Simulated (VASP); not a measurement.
# Ge4N in VASP: further runs

Runs on Ge4N. Level: PBE. Tasks: single point.

All numbers are computed with VASP 6.6.1; they aren't measurements. Logs are shortened: lines on timing, memory, paths and dates and some standing lists are left out, and cuts for length are marked.

## 1. The cell of the first run

The cell holds a slab with vacuum, 5 atoms: a = 4.074 Å, b = 4.074 Å, c = 19.856 Å, α = 90.00°, β = 90.00°, γ = 90.00°.

## 2. Single point, PBE

INCAR

```
  PREC = Accurate
  ENCUT = 520
  EDIFF = 1E-6
  ISMEAR = 0
  SIGMA = 0.1
  LREAL = F
  LASPH = T
  NELM = 60
  ALGO = Normal
  ISIF = 2
  LWAVE = F
  LCHARG = F
  LDIPOL = T
  IDIPOL = 3
  DIPOL = 0.5 0.5 0.335
  GGA = PE
  NBANDS = 38
```

KPOINTS

```
regular mesh
0
Gamma
  7 7 1
```

POSCAR

```
Ge4N
1.0
    4.0740542166      0.0000000000      0.0000000000
    0.0000000000      4.0740542166      0.0000000000
    0.0000000000      0.0000000000     19.8557568530
Ge N
4 1
Direct
    0.0000000000      0.5000000000      0.2014529101
    0.0000000000      0.0000000000      0.2739958855
    0.5000000000      0.0000000000      0.3493666166
    0.5000000000      0.5000000000      0.4208228835
    0.7500000000      1.0000000000      0.4282000782
```

Potentials or basis: VASP PAW PBE potentials, release 64 (Ge_d, N).

The run is started by

```bash
> cat potpaw_PBE.64/Ge_d/POTCAR potpaw_PBE.64/N/POTCAR > POTCAR
> mpirun -np 1 vasp_std > vasp.out
```

OUTCAR:

```text
PREC = Accurate
   ENCUT = 520
   EDIFF = 1E-6
   ISMEAR = 0
   LREAL = F
   LASPH = T
   NELM = 60
   ISIF = 2
   GGA = PE

 ion  position               nearest neighbor table
   1  0.000  0.500  0.201-   2 2.49   2 2.49
   2  0.000  0.000  0.274-   1 2.49   1 2.49   3 2.53   3 2.53
   3  0.500  0.000  0.349-   5 1.87   4 2.48   4 2.48   2 2.53   2 2.53
   4  0.500  0.500  0.421-   5 2.28   5 2.28   3 2.48   3 2.48
   5  0.750  0.000  0.428-   3 1.87   4 2.28   4 2.28

  LATTYP: Found a simple tetragonal cell.
 ALAT       =     4.0740542166
 C/A-ratio  =     4.8737095280

  Lattice vectors:

 A1 = (   4.0740542166,   0.0000000000,   0.0000000000)
 A2 = (   0.0000000000,   4.0740542166,   0.0000000000)
 A3 = (   0.0000000000,   0.0000000000,  19.8557568530)

Analysis of symmetry for initial positions (statically):
=====================================================================
 Subroutine PRICEL returns:
 Original cell was already a primitive cell.

 Routine SETGRP: Setting up the symmetry group for a
 simple tetragonal supercell.

 Subroutine GETGRP returns: Found  2 space group operations
 (whereof  2 operations were pure point group operations)
 out of a pool of 16 trial point group operations.

The static configuration has the point symmetry C_1h.

Analysis of symmetry for dynamics (positions and initial velocities):
=====================================================================
 Subroutine PRICEL returns:
 Original cell was already a primitive cell.

 Routine SETGRP: Setting up the symmetry group for a
 simple tetragonal supercell.

 Subroutine GETGRP returns: Found  2 space group operations
 (whereof  2 operations were pure point group operations)
 out of a pool of 16 trial point group operations.

The dynamic configuration has the point symmetry C_1h.

 Subroutine INISYM returns: Found  2 space group operations
 (whereof  2 operations are pure point group operations),
 and found     1 'primitive' translations

----------------------------------------------------------------------------------------

                                     Primitive cell

  volume of cell :     329.5642

  direct lattice vectors                    reciprocal lattice vectors
     4.074054217  0.000000000  0.000000000     0.245455742  0.000000000  0.000000000
     0.000000000  4.074054217  0.000000000     0.000000000  0.245455742  0.000000000
     0.000000000  0.000000000 19.855756853     0.000000000  0.000000000  0.050363228

  length of vectors
     4.074054217  4.074054217 19.855756853     0.245455742  0.245455742  0.050363228

  position of ions in fractional coordinates (direct lattice)
     0.000000000  0.500000000  0.201452910
     0.000000000  0.000000000  0.273995885
     0.500000000  0.000000000  0.349366617
     0.500000000  0.500000000  0.420822884
     0.750000000  0.000000000  0.428200078

  ion indices of the primitive-cell ions
   primitive index   ion index
                 1           1
                 2           2
                 3           3
                 4           4
                 5           5

----------------------------------------------------------------------------------------

 KPOINTS: regular mesh

Automatic generation of k-mesh.
 Grid dimensions read from file:
 generate k-points for:    7    7    1

 Generating k-lattice:

  Cartesian coordinates                     Fractional coordinates (reciprocal lattice)
     0.035065106  0.000000000  0.000000000     0.142857143  0.000000000  0.000000000
     0.000000000  0.035065106  0.000000000     0.000000000  0.142857143  0.000000000
     0.000000000  0.000000000  0.050363228     0.000000000  0.000000000  1.000000000

  Length of vectors
     0.035065106  0.035065106  0.050363228

  Shift w.r.t. Gamma in fractional coordinates (k-lattice)
     0.000000000  0.000000000  0.000000000

 Subroutine IBZKPT returns following result:
 ===========================================

 Found     16 irreducible k-points:

 Following reciprocal coordinates:
            Coordinates               Weight
  0.000000  0.000000  0.000000      1.000000
  0.142857  0.000000  0.000000      2.000000
  0.000000  0.142857  0.000000      2.000000
  0.285714  0.000000  0.000000      2.000000
  0.000000  0.285714  0.000000      2.000000
  0.428571  0.000000  0.000000      2.000000
[... 8 lines left out ...]
 -0.285714  0.428571  0.000000      4.000000
  0.428571  0.428571  0.000000      4.000000
   k-points           NKPTS =     16   k-points in BZ     NKDIM =     16   number of bands    NBANDS=     38
   number of dos      NEDOS =    301   number of ions     NIONS =      5
   total plane-waves  NPLWV = 135000
   dimension x,y,z NGX =    30 NGY =   30 NGZ =  150
   dimension x,y,z NGXF=    60 NGYF=   60 NGZF=  300
   ions per type =               4   1
   NGX,Y,Z   is equivalent  to a cutoff of  12.24, 12.24, 12.56 a.u.
   NGXF,Y,Z  is equivalent  to a cutoff of  24.48, 24.48, 25.12 a.u.
 SYSTEM =  unknown system
   PREC   = accura    normal or accurate (medium, high low for compatibility)
   ISTART =      0    job   : 0-new  1-cont  2-samecut
   ICHARG =      2    charge: 1-file 2-atom 10-const
   ISPIN  =      1    spin polarized calculation?
   LNONCOLLINEAR =      F non collinear calculations
   LSORBIT =      F    spin-orbit coupling
   LASPH  =      T    aspherical Exc in radial PAW
   ENCUT  =  520.0 eV  38.22 Ry    6.18 a.u.   7.58  7.58 36.92*2*pi/ulx,y,z
   NELM   =     60;   NELMIN=  2; NELMDL= -5     # of ELM steps
   EDIFF  = 0.1E-05   stopping-criterion for ELM
   LREAL  =      F    real-space projection
[... 7 lines left out ...]
   TEBEG  =    0.0;   TEEND  =   0.0 temperature during run
   PSTRESS=    0.0 pullay stress
   NELECT =      61.0000    total number of electrons
   NUPDOWN=      -1.0000    fix difference up-down
   EMIN   =  10.00;   EMAX   =-10.00  energy-range for DOS
   EFERMI =   0.00;   METHOD = LEGACY
   ISMEAR =     0;   SIGMA  =   0.10  broadening in eV -4-tet -1-fermi 0-gaus
   EFERMI_NEDOS =   21; number of points for ismear=-14 and -15
   IALGO  =     38    algorithm
   IMIX   =      4    mixing-type and parameters
     AMIX     =   0.40;   BMIX     =  1.00
     AMIX_MAG =   1.60;   BMIX_MAG =  1.00
  volume/ion in A,a.u.               =      65.91       444.80
  Fermi-wavevector in a.u.,A,eV,Ry     =   0.932978  1.763073 11.843164  0.870448
  Thomas-Fermi vector in A             =   2.059632
   LORBIT       =      0    0 simple, 1 ext, 2 COOP (PROOUT), +10 PAW based schemes
   GGA     = PE    functional components
   LHFCALC =     F    Hartree Fock is set to
   AEXX    =    0.0000 exact exchange contribution
   IVDW    =     0    specifies the selected vdW correction
   LEPSILON=     F    determine dielectric tensor
   LRPA    =     F    only Hartree local field effects (RPA)
 non-spin polarized calculation
 Gauss-broadening in eV      SIGMA  =   0.10
  energy-cutoff  :      520.00
  volume of cell :      329.56
 maximum number of plane-waves:      8917
   NGX = 15   NGY = 15   NGZ = 73

 dipolmoment           0.000000      0.000000     -0.057343 electrons x Angstroem

 number of electron      60.9999945 magnetization

 dipolmoment           0.000000      0.000000      0.055793 electrons x Angstroem

 Free energy of the ion-electron system (eV)
  ---------------------------------------------------
  ext. energy  EPLUGINS =         0.00000000
  ---------------------------------------------------
  free energy    TOTEN  =       -21.33964302 eV

  energy without entropy =      -21.31850573  energy(sigma->0) =      -21.32907437

 E-fermi :  -2.2332     XC(G=0):  -3.8699

 val. band max:       -2.2371522372   @ k =   0.2857   0.2857   0.0000
 cond. band min:      -2.2053544675   @ k =   0.4286   0.4286   0.0000
 fundamental gap:      0.0317977696
 Fermi energy:        -2.2331543988

 k-point     1 :       0.0000    0.0000    0.0000
  band No.  band energies     occupation
      1     -26.9253      2.00000
      2     -26.8938      2.00000
      3     -26.8657      2.00000
      4     -26.8572      2.00000
      5     -26.8187      2.00000
      6     -26.7679      2.00000
[... 30 lines left out ...]
     37       2.2095      0.00000
     38       2.5981      0.00000

 k-point     2 :       0.1429    0.0000    0.0000
  band No.  band energies     occupation
      1     -26.9254      2.00000
      2     -26.8937      2.00000
      3     -26.8654      2.00000
      4     -26.8575      2.00000
      5     -26.8183      2.00000
      6     -26.7670      2.00000
[... 30 lines left out ...]
     37       2.4052      0.00000
     38       2.6915      0.00000

 k-point     3 :       0.0000    0.1429    0.0000
  band No.  band energies     occupation
      1     -26.9341      2.00000
      2     -26.8953      2.00000
      3     -26.8632      2.00000
      4     -26.8402      2.00000
      5     -26.8189      2.00000
      6     -26.7652      2.00000
[... 30 lines left out ...]
     37       1.9343      0.00000
     38       2.4784      0.00000

 k-point     4 :       0.2857    0.0000    0.0000
  band No.  band energies     occupation
      1     -26.9256      2.00000
      2     -26.8933      2.00000
      3     -26.8649      2.00000
      4     -26.8580      2.00000
      5     -26.8174      2.00000
      6     -26.7639      2.00000
[... 30 lines left out ...]
     37       2.8728      0.00000
     38       2.8766      0.00000
[... 375 lines left out ...]
      4     -26.8221      2.00000
      5     -26.8019      2.00000
      6     -26.7561      2.00000
[... 30 lines left out ...]
     37       2.9714      0.00000
     38       3.4272      0.00000

 k-point    15 :      -0.2857    0.4286    0.0000
  band No.  band energies     occupation
      1     -26.9334      2.00000
      2     -26.9148      2.00000
      3     -26.8684      2.00000
      4     -26.8232      2.00000
      5     -26.7914      2.00000
      6     -26.7512      2.00000
[... 30 lines left out ...]
     37       2.8442      0.00000
     38       3.0797      0.00000

 k-point    16 :       0.4286    0.4286    0.0000
  band No.  band energies     occupation
      1     -26.9334      2.00000
      2     -26.9151      2.00000
      3     -26.8683      2.00000
      4     -26.8234      2.00000
      5     -26.7910      2.00000
      6     -26.7461      2.00000
[... 30 lines left out ...]
     37       2.7969      0.00000
     38       3.0087      0.00000

------------------------ aborting loop because EDIFF is reached ----------------------------------------

 vacuum level on the upper side and lower side of the slab       (xc-potential included)         0.163        -0.420

  FORCE on cell =-STRESS in cart. coord.  units (eV):
  Direction    XX          YY          ZZ          XY          YZ          ZX
  --------------------------------------------------------------------------------------
  -------------------------------------------------------------------------------------
  Total       -2.3194015     -1.1743221      3.5037228      0.0000000      0.0000000      0.0004451
  in kB      -11.2757765     -5.7089702     17.0333580      0.0000000      0.0000000      0.0021638
  external PRESSURE =       0.0162037 kB  Pullay stress =       0.0000000 kB

 VOLUME and BASIS-vectors are now :
 -----------------------------------------------------------------------------
  energy-cutoff  :      520.00
  volume of cell :      329.56
      direct lattice vectors                 reciprocal lattice vectors
     4.074054217  0.000000000  0.000000000     0.245455742  0.000000000  0.000000000
     0.000000000  4.074054217  0.000000000     0.000000000  0.245455742  0.000000000
     0.000000000  0.000000000 19.855756853     0.000000000  0.000000000  0.050363228

 POSITION                                       TOTAL-FORCE (eV/Angst)
 -----------------------------------------------------------------------------------
      0.00000      2.03703      4.00000        -0.180614      0.000000     -0.046056
      0.00000      0.00000      5.44040         0.066815      0.000000     -0.175476
      2.03703      0.00000      6.93694         0.338961      0.000000     -1.996668
      2.03703      2.03703      8.35576         0.527130      0.000000      2.221474
      3.05554      0.00000      8.50224        -0.752292      0.000000     -0.003274
 -----------------------------------------------------------------------------------
    total drift:                               -0.000083      0.000000      0.003458

  FREE ENERGIE OF THE ION-ELECTRON SYSTEM (eV)
  ---------------------------------------------------
  free  energy   TOTEN  =       -21.3396430178 eV

  energy  without entropy=      -21.3185057319  energy(sigma->0) =      -21.32907437

 vacuum level on the upper side and lower side of the slab         3.069         2.461
```

It took 3.1 min on 1 thread of Intel Xeon 6975P-C (Granite Rapids), shared host; peak memory 0.44 GiB.

Results:

| Quantity | Value |
| --- | --- |
| Free energy | -21.3396 eV |
| Largest force | 2.283 eV/Å |

Forces in eV/Å, atoms in the order of the input:
```
Ge  -0.181  0.000 -0.046
Ge   0.067  0.000 -0.175
Ge   0.339  0.000 -1.997
Ge   0.527  0.000  2.221
N   -0.752  0.000 -0.003
```

Levels at points of the mesh, in eV from the Fermi level:
```csv
k point,band 27,band 28,band 29,band 30,band 31,band 32,band 33,band 34
"(0.00, 0.00, 0.00)",-1.84,-1.58,-1.20,-0.41,0.99,1.22,1.75,2.08
```

## 3. Single point, PBE

INCAR

```
SYSTEM = Ge4N
ALGO = Normal
DIPOL = 0.5 0.5 0.322
EDIFF = 1E-7
ENCUT = 520
GGA = PE
IDIPOL = 3
ISIF = 2
ISMEAR = 0
LASPH = .True.
LCHARG = .False.
LDIPOL = .True.
LREAL = .False.
LWAVE = .False.
NBANDS = 38
NELM = 100
PREC = Accurate
SIGMA = 0.1
```

KPOINTS

```
k-points
0
Gamma
  7 7 1
  0 0 0
```

Edit POSCAR of step 2 so:

```diff
@@ -12,2 +12,2 @@
     0.5000000000      0.5000000000      0.4208228835
-    0.7500000000      1.0000000000      0.4282000782
+    1.0000000000      0.7500000000      0.3654668662
```

Potentials or basis: VASP PAW PBE potentials, release 64 (Ge_d, N).

The run is started by

```bash
> cat potpaw_PBE.64/Ge_d/POTCAR potpaw_PBE.64/N/POTCAR > POTCAR
> mpirun -np 1 vasp_std > vasp.out
```

Run time: 3.8 min. Hardware: 1 thread of Intel Xeon 6975P-C (Granite Rapids), shared host; peak memory 0.44 GiB.

Results (log left out):

```
Free energy   : -21.2609 eV
Largest force : 1.181 eV/Å
```

Forces in eV/Å, atoms in the order of the input:
```
Ge   0.000  0.106  0.073
Ge   0.000 -1.009 -0.614
Ge   0.000  0.053  0.358
Ge   0.000  0.602  0.168
N    0.000  0.248  0.014
```

Levels at points of the mesh, in eV from the Fermi level:
```
           k point  band 26  band 27  band 28  band 29  band 30  band 31  band 32  band 33  band 34  band 35
(0.00, 0.00, 0.00)    -3.38    -2.09    -2.01    -1.41    -0.12    -0.08     0.72     1.81     2.73     2.94
```
